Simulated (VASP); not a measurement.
# Sn4Se3S (P4/mmm) in VASP: single point with PBE

Aim: the single point of Sn4Se3S with PBE.

All numbers are computed with VASP 6.6.1; they aren't measurements. Logs are shortened: lines on timing, memory, paths and dates and some standing lists are left out, and cuts for length are marked.

## Step 1: The cell of the first run

Symmetry: P4/mmm, No. 123, tetragonal system. The conventional cell has a = 4.251 Å, b = 4.251 Å, c = 12.021 Å, α = 90.00°, β = 90.00°, γ = 90.00°. Within 3.9 Å of Sn (site symmetry 4mm) lie 1 S at 2.94 Å and 5 Se at 3.01 to 3.07 Å. Sn (site symmetry 4/mmm) has 2 Se at 2.99 Å and 4 S at 3.01 Å within 3.9 Å. Within 4.0 Å of Sn (site symmetry 4/mmm) lie 6 Se at 3.01 to 3.02 Å. Within 3.9 Å of Se (site symmetry 4mm) lie 6 Sn at 2.99 to 3.02 Å. Se (site symmetry 4/mmm) has 6 Sn at 3.01 to 3.07 Å within 4.0 Å. S (site symmetry 4/mmm) has 6 Sn at 2.94 to 3.01 Å within 3.9 Å.

## Step 2: Single point, PBE

INCAR

```
SYSTEM = Sn4Se3S
ALGO = Normal
EDIFF = 1E-7
ENCUT = 520
GGA = PE
ISIF = 2
ISMEAR = 0
LASPH = .True.
LCHARG = .False.
LREAL = .False.
LWAVE = .False.
NBANDS = 50
NELM = 100
PREC = Accurate
SIGMA = 0.02
```

KPOINTS

```
k-points
0
Gamma
  8 8 4
  0 0 0
```

POSCAR

```
Sn4Se3S
1.0
    4.2512993354      0.0000000000      0.0000000000
    0.0000000000      4.2512993354      0.0000000000
    0.0000000000      0.0000000000     12.0214829118
Sn Se S
4 3 1
Direct
    0.0000000000      0.0000000000      0.7556513021
    0.5000000000      0.5000000000      0.0000000000
    0.0000000000      0.0000000000      0.2443486979
    0.5000000000      0.5000000000      0.5000000000
    0.5000000000      0.5000000000      0.2487763711
    0.0000000000      0.0000000000      0.5000000000
    0.5000000000      0.5000000000      0.7512236289
    0.0000000000      0.0000000000      0.0000000000
```

Potentials or basis: VASP PAW PBE potentials, release 64 (Sn_d, Se, S).

Started as:

```
$ cat potpaw_PBE.64/Sn_d/POTCAR potpaw_PBE.64/Se/POTCAR potpaw_PBE.64/S/POTCAR > POTCAR
$ mpirun -np 1 vasp_std > vasp.out
```

OUTCAR:

```text
SYSTEM = Sn4Se3S
   EDIFF = 1E-7
   ENCUT = 520
   GGA = PE
   ISIF = 2
   ISMEAR = 0
   LASPH = .True.
   LREAL = .False.
   NELM = 100
   PREC = Accurate

 ion  position               nearest neighbor table
   1  0.000  0.000  0.756-   8 2.94   7 3.01   7 3.01   7 3.01   7 3.01   6 3.07
   2  0.500  0.500  0.000-   5 2.99   7 2.99   8 3.01   8 3.01   8 3.01   8 3.01
   3  0.000  0.000  0.244-   8 2.94   5 3.01   5 3.01   5 3.01   5 3.01   6 3.07
   4  0.500  0.500  0.500-   6 3.01   6 3.01   6 3.01   6 3.01   7 3.02   5 3.02
   5  0.500  0.500  0.249-   2 2.99   3 3.01   3 3.01   3 3.01   3 3.01   4 3.02
   6  0.000  0.000  0.500-   4 3.01   4 3.01   4 3.01   4 3.01   1 3.07   3 3.07
   7  0.500  0.500  0.751-   2 2.99   1 3.01   1 3.01   1 3.01   1 3.01   4 3.02
   8  0.000  0.000  0.000-   1 2.94   3 2.94   2 3.01   2 3.01   2 3.01   2 3.01

  LATTYP: Found a simple tetragonal cell.
 ALAT       =     4.2512993354
 C/A-ratio  =     2.8277197072

  Lattice vectors:

 A1 = (   4.2512993354,   0.0000000000,   0.0000000000)
 A2 = (   0.0000000000,   4.2512993354,   0.0000000000)
 A3 = (   0.0000000000,   0.0000000000,  12.0214829118)

Analysis of symmetry for initial positions (statically):
=====================================================================
 Subroutine PRICEL returns:
 Original cell was already a primitive cell.

 Routine SETGRP: Setting up the symmetry group for a
 simple tetragonal supercell.

 Subroutine GETGRP returns: Found 16 space group operations
 (whereof 16 operations were pure point group operations)
 out of a pool of 16 trial point group operations.

The static configuration has the point symmetry D_4h.

Analysis of symmetry for dynamics (positions and initial velocities):
=====================================================================
 Subroutine PRICEL returns:
 Original cell was already a primitive cell.

 Routine SETGRP: Setting up the symmetry group for a
 simple tetragonal supercell.

 Subroutine GETGRP returns: Found 16 space group operations
 (whereof 16 operations were pure point group operations)
 out of a pool of 16 trial point group operations.

The dynamic configuration has the point symmetry D_4h.

 Subroutine INISYM returns: Found 16 space group operations
 (whereof 16 operations are pure point group operations),
 and found     1 'primitive' translations

----------------------------------------------------------------------------------------

                                     Primitive cell

  volume of cell :     217.2708

  direct lattice vectors                    reciprocal lattice vectors
     4.251299335  0.000000000  0.000000000     0.235222204  0.000000000  0.000000000
     0.000000000  4.251299335  0.000000000     0.000000000  0.235222204  0.000000000
     0.000000000  0.000000000 12.021482912     0.000000000  0.000000000  0.083184413

  length of vectors
     4.251299335  4.251299335 12.021482912     0.235222204  0.235222204  0.083184413

  position of ions in fractional coordinates (direct lattice)
     0.000000000  0.000000000  0.755651302
     0.500000000  0.500000000  0.000000000
     0.000000000  0.000000000  0.244348698
     0.500000000  0.500000000  0.500000000
     0.500000000  0.500000000  0.248776371
     0.000000000  0.000000000  0.500000000
     0.500000000  0.500000000  0.751223629
     0.000000000  0.000000000  0.000000000

  ion indices of the primitive-cell ions
   primitive index   ion index
                 1           1
                 2           2
                 3           3
                 4           4
                 5           5
                 6           6
                 7           7
                 8           8

----------------------------------------------------------------------------------------

 KPOINTS: k-points

Automatic generation of k-mesh.
 Grid dimensions read from file:
 generate k-points for:    8    8    4

 Generating k-lattice:

  Cartesian coordinates                     Fractional coordinates (reciprocal lattice)
     0.029402776  0.000000000  0.000000000     0.125000000  0.000000000  0.000000000
     0.000000000  0.029402776  0.000000000     0.000000000  0.125000000  0.000000000
     0.000000000  0.000000000  0.020796103     0.000000000  0.000000000  0.250000000

  Length of vectors
     0.029402776  0.029402776  0.020796103

  Shift w.r.t. Gamma in fractional coordinates (k-lattice)
     0.000000000  0.000000000  0.000000000

 Subroutine IBZKPT returns following result:
 ===========================================

 Found     45 irreducible k-points:

 Following reciprocal coordinates:
            Coordinates               Weight
  0.000000  0.000000  0.000000      1.000000
  0.125000  0.000000  0.000000      4.000000
  0.250000  0.000000  0.000000      4.000000
  0.375000  0.000000  0.000000      4.000000
  0.500000  0.000000  0.000000      2.000000
  0.125000  0.125000  0.000000      4.000000
[... 16 lines left out ...]
  0.375000  0.125000  0.250000     16.000000
  0.500000  0.125000  0.250000      8.000000
 [... further k-points ...]
   k-points           NKPTS =     45   k-points in BZ     NKDIM =     45   number of bands    NBANDS=     50
   number of dos      NEDOS =    301   number of ions     NIONS =      8
   total plane-waves  NPLWV =  92160
   dimension x,y,z NGX =    32 NGY =   32 NGZ =   90
   dimension x,y,z NGXF=    64 NGYF=   64 NGZF=  180
   ions per type =               4   3   1
   NGX,Y,Z   is equivalent  to a cutoff of  12.51, 12.51, 12.45 a.u.
   NGXF,Y,Z  is equivalent  to a cutoff of  25.03, 25.03, 24.89 a.u.
 SYSTEM =  Sn4Se3S
   PREC   = accura    normal or accurate (medium, high low for compatibility)
   ISTART =      0    job   : 0-new  1-cont  2-samecut
   ICHARG =      2    charge: 1-file 2-atom 10-const
   ISPIN  =      1    spin polarized calculation?
   LNONCOLLINEAR =      F non collinear calculations
   LSORBIT =      F    spin-orbit coupling
   LASPH  =      T    aspherical Exc in radial PAW
   ENCUT  =  520.0 eV  38.22 Ry    6.18 a.u.   7.90  7.90 22.35*2*pi/ulx,y,z
   NELM   =    100;   NELMIN=  2; NELMDL= -5     # of ELM steps
   EDIFF  = 0.1E-06   stopping-criterion for ELM
   LREAL  =      F    real-space projection
   EDIFFG = 0.1E-05   stopping-criterion for IOM
   NSW    =      0    number of steps for IOM
   IBRION =     -1    ionic relax: 0-MD 1-quasi-New 2-CG
   NFREE  =      0    steps in history (QN), initial steepest desc. (CG)
   ISIF   =      2    stress and relaxation
   ISYM   =      2    0-nonsym 1-usesym 2-fastsym
   POTIM  = 0.5000    time-step for ionic-motion
   TEBEG  =    0.0;   TEEND  =   0.0 temperature during run
   PSTRESS=    0.0 pullay stress
   NELECT =      80.0000    total number of electrons
   NUPDOWN=      -1.0000    fix difference up-down
   EMIN   =  10.00;   EMAX   =-10.00  energy-range for DOS
   EFERMI =   0.00;   METHOD = LEGACY
   ISMEAR =     0;   SIGMA  =   0.02  broadening in eV -4-tet -1-fermi 0-gaus
   EFERMI_NEDOS =   21; number of points for ismear=-14 and -15
   IALGO  =     38    algorithm
   IMIX   =      4    mixing-type and parameters
     AMIX     =   0.40;   BMIX     =  1.00
     AMIX_MAG =   1.60;   BMIX_MAG =  1.00
  volume/ion in A,a.u.               =      27.16       183.28
  Fermi-wavevector in a.u.,A,eV,Ry     =   1.173377  2.217362 18.732696  1.376814
  Thomas-Fermi vector in A             =   2.309791
   LORBIT       =      0    0 simple, 1 ext, 2 COOP (PROOUT), +10 PAW based schemes
   GGA     = PE    functional components
   LHFCALC =     F    Hartree Fock is set to
   AEXX    =    0.0000 exact exchange contribution
   IVDW    =     0    specifies the selected vdW correction
   LEPSILON=     F    determine dielectric tensor
   LRPA    =     F    only Hartree local field effects (RPA)
 non-spin polarized calculation
 Gauss-broadening in eV      SIGMA  =   0.02
  energy-cutoff  :      520.00
  volume of cell :      217.27
 maximum number of plane-waves:      5890
 NGX is ok and might be reduce to    32
   NGX = 15   NGY = 15   NGZ = 45

 number of electron      80.0000059 magnetization

 Free energy of the ion-electron system (eV)
  ---------------------------------------------------
  ext. energy  EPLUGINS =         0.00000000
  ---------------------------------------------------
  free energy    TOTEN  =       -33.37139880 eV

  energy without entropy =      -33.37139880  energy(sigma->0) =      -33.37139880

 E-fermi :   5.7556     XC(G=0):  -9.5447

 val. band max:        5.6810540000   @ k =   0.5000   0.0000   0.2500
 cond. band min:       5.8303214905   @ k =   0.5000   0.0000   0.2500
 fundamental gap:      0.1492674905
 Fermi energy:         5.7556432854

 k-point     1 :       0.0000    0.0000    0.0000
  band No.  band energies     occupation
      1     -16.1530      2.00000
      2     -16.1424      2.00000
      3     -16.1355      2.00000
      4     -16.1304      2.00000
      5     -16.1304      2.00000
      6     -16.0559      2.00000
[... 42 lines left out ...]
     49      10.0202      0.00000
     50      10.0292      0.00000

 k-point     2 :       0.1250    0.0000    0.0000
  band No.  band energies     occupation
      1     -16.1516      2.00000
      2     -16.1413      2.00000
      3     -16.1364      2.00000
      4     -16.1309      2.00000
      5     -16.1303      2.00000
      6     -16.0549      2.00000
[... 42 lines left out ...]
     49       9.4534      0.00000
     50       9.7516      0.00000

 k-point     3 :       0.2500    0.0000    0.0000
  band No.  band energies     occupation
      1     -16.1490      2.00000
      2     -16.1388      2.00000
      3     -16.1378      2.00000
      4     -16.1321      2.00000
      5     -16.1302      2.00000
      6     -16.0533      2.00000
[... 1102 lines left out ...]
     49       8.9369      0.00000
     50       9.1948      0.00000

 k-point    24 :       0.5000    0.1250    0.2500
  band No.  band energies     occupation
      1     -16.1444      2.00000
      2     -16.1439      2.00000
      3     -16.1338      2.00000
      4     -16.1319      2.00000
      5     -16.1306      2.00000
      6     -16.0505      2.00000
[... 42 lines left out ...]
     49       8.3998      0.00000
     50       8.4603      0.00000

 [... further k-points ...]

------------------------ aborting loop because EDIFF is reached ----------------------------------------

  FORCE on cell =-STRESS in cart. coord.  units (eV):
  Direction    XX          YY          ZZ          XY          YZ          ZX
  --------------------------------------------------------------------------------------
  -------------------------------------------------------------------------------------
  Total       -0.0082249     -0.0082249     -0.0723182      0.0000000      0.0000000      0.0000000
  in kB       -0.0606514     -0.0606514     -0.5332815      0.0000000      0.0000000      0.0000000
  external PRESSURE =      -0.2181947 kB  Pullay stress =       0.0000000 kB

 VOLUME and BASIS-vectors are now :
 -----------------------------------------------------------------------------
  energy-cutoff  :      520.00
  volume of cell :      217.27
      direct lattice vectors                 reciprocal lattice vectors
     4.251299335  0.000000000  0.000000000     0.235222204  0.000000000  0.000000000
     0.000000000  4.251299335  0.000000000     0.000000000  0.235222204  0.000000000
     0.000000000  0.000000000 12.021482912     0.000000000  0.000000000  0.083184413

 POSITION                                       TOTAL-FORCE (eV/Angst)
 -----------------------------------------------------------------------------------
      0.00000      0.00000      9.08405         0.000000      0.000000      0.003390
      2.12565      2.12565      0.00000         0.000000      0.000000      0.000000
      0.00000      0.00000      2.93743         0.000000      0.000000     -0.003390
      2.12565      2.12565      6.01074         0.000000      0.000000      0.000000
      2.12565      2.12565      2.99066        -0.000000      0.000000     -0.006250
      0.00000      0.00000      6.01074         0.000000      0.000000      0.000000
      2.12565      2.12565      9.03082         0.000000     -0.000000      0.006250
      0.00000      0.00000      0.00000         0.000000      0.000000      0.000000
 -----------------------------------------------------------------------------------
    total drift:                                0.000000     -0.000000     -0.000000

  FREE ENERGIE OF THE ION-ELECTRON SYSTEM (eV)
  ---------------------------------------------------
  free  energy   TOTEN  =       -33.3713988000 eV

  energy  without entropy=      -33.3713987997  energy(sigma->0) =      -33.37139880
```

It took 6 min on 1 thread of Intel Xeon Platinum 8259CL at 2.50GHz (Skylake/Cascade Lake), shared host; peak memory 0.53 GiB.

Results:

* Free energy: -33.3714 eV
* Pressure: 0.0 GPa
* Largest force: 0.006 eV/Å
* Band gap on the k mesh: 0.15 eV

Forces in eV/Å, atoms in the order of the input:
```
Sn   0.000  0.000  0.003
Sn   0.000  0.000  0.000
Sn   0.000  0.000 -0.003
Sn   0.000  0.000  0.000
Se   0.000  0.000 -0.006
Se   0.000  0.000  0.000
Se   0.000  0.000  0.006
S    0.000  0.000  0.000
```

Caveat: spin-orbit coupling is left out, which moves the levels of the heavy elements. A k mesh can miss the band edges.
